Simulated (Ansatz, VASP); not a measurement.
# Two plane-wave programs on HfC

The input INCAR:

```
SYSTEM = HfC
ALGO     = Normal         ! electronic algorithm
EDIFF    = 1E-6           ! SCF threshold, eV
EDIFFG   = -0.005         ! ionic threshold
ENCUT    = 600            ! plane-wave cutoff, eV
GGA      = PE             ! functional
IBRION   = 2              ! ionic algorithm
ISIF     = 3              ! what is computed and relaxed
ISMEAR   = -1             ! smearing method
LASPH    = .True.         ! aspherical terms in the spheres
LCHARG   = .False.        ! write CHGCAR
LREAL    = .False.        ! projectors in reciprocal space
LWAVE    = .False.        ! write WAVECAR
NELM     = 100            ! most SCF steps
NSW      = 100            ! ionic steps
PREC     = Accurate       ! precision mode
SIGMA    = 0.08           ! smearing width, eV
```

Contents of KPOINTS:

```
k-points
0
Gamma
  13 13 7
  0 0 0
```

The input POSCAR:

```
HfC
1.0
    3.5288129551      0.0000000000      0.0000000000
   -1.7644064775      3.0560416643      0.0000000000
    0.0000000000      0.0000000000      5.7519651168
Hf C
2 2
Direct
    0.3333333333      0.6666666667      0.0000000000
    0.6666666667      0.3333333333      0.5000000000
    0.3333333333      0.6666666667      0.3760000000
    0.6666666667      0.3333333333      0.8760000000
```

Input for Ansatz:

```yaml
crystal:
  lattice:
    - [3.5288129551, 0.0, 0.0]
    - [-1.7644064775, 3.0560416643, 0.0]
    - [0.0, 0.0, 5.7519651168]
  atoms:
    - { symbol: Hf, position: [0.3333333333, 0.6666666667, 0.0] }
    - { symbol: Hf, position: [0.6666666667, 0.3333333333, 0.5] }
    - { symbol: C, position: [0.3333333333, 0.6666666667, 0.376] }
    - { symbol: C, position: [0.6666666667, 0.3333333333, 0.876] }
kpoints:
  mp_grid: { grid: [13, 13, 7] }
scf:
  occupations: { method: fermi_dirac, width: 0.08 }
hamiltonian:
  xc: pbe
  pseudopotentials: { kind: paw }
output:
  forces: true
  stress: true
relax:
  f_tol: 0.005
  max_steps: 80
  cell: {}
```

Alike in both runs: task relaxation of cell and atoms; functional PBE; k mesh 13 × 13 × 7; occupations fermi-dirac, width 0.08 eV; no spin polarisation.

|  | VASP | Ansatz |
| --- | --- | --- |
| version | VASP 6.6.1 | Ansatz 0.2.0 |
| potentials or method | VASP PAW PBE potentials, release 64 (Hf_pv, C) | PAW with Ansatz's default frozen-core files, scalar-relativistic |
| plane-wave cutoff (eV) | 600 | 420 |
| valence electrons in the cell | 28 | 60 |

Ansatz gave:

```
relaxed volume (Å³/atom)                                     : 14.91
relaxed cell length with the largest relative difference (Å) : 3.853
```

What did VASP give for the same quantities?

Relaxed volume (Å³/atom): 14.86; relaxed cell length with the largest relative difference (Å): 3.848.

VASP's potentials hold 28 valence electrons a cell and Ansatz's 60, so a difference there can come from the potentials and not from the codes.

Spin-orbit coupling is off throughout.
